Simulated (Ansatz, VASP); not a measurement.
Mn: VASP beside Ansatz

```
Mn
1.0
     0.00000    1.75146    1.75146
     1.75146    0.00000    1.75146
     1.75146    1.75146    0.00000
Mn
1
Cartesian
  0.0000 0.0000 0.0000
```

Alike in both runs: functional PBE; k mesh 20 × 20 × 20; occupations gaussian, width 0.1 eV; collinear spin.

Ansatz relaxed the structure, and its values are those at the end. VASP's run is a single point on that final structure, the one shown.

|  | VASP | Ansatz |
| --- | --- | --- |
| version | VASP 6.6.1 | Ansatz 0.2.0 |
| potentials or method | VASP PAW PBE potentials, release 64 (Mn_pv), cutoff 520 eV | scalar-relativistic, plane waves, PAW |
| valence electrons in the cell | 13 | 15 |

```csv
,VASP,Ansatz,Ansatz less VASP
gap on the k mesh at the Fermi level (eV),none,none,-
pressure (GPa),-0.2,-0.1,+0.09
net moment per atom (μB),0.01,0.00,-0.013
```

A gap of «none» marks a metal or a gap that the smearing closes. The functional is the same, so the differences come from potentials, cutoffs and numerics. VASP's potentials hold 13 valence electrons a cell and Ansatz's 15, so a difference there can come from the potentials and not from the codes. Ansatz's warnings: seeded moment not kept.
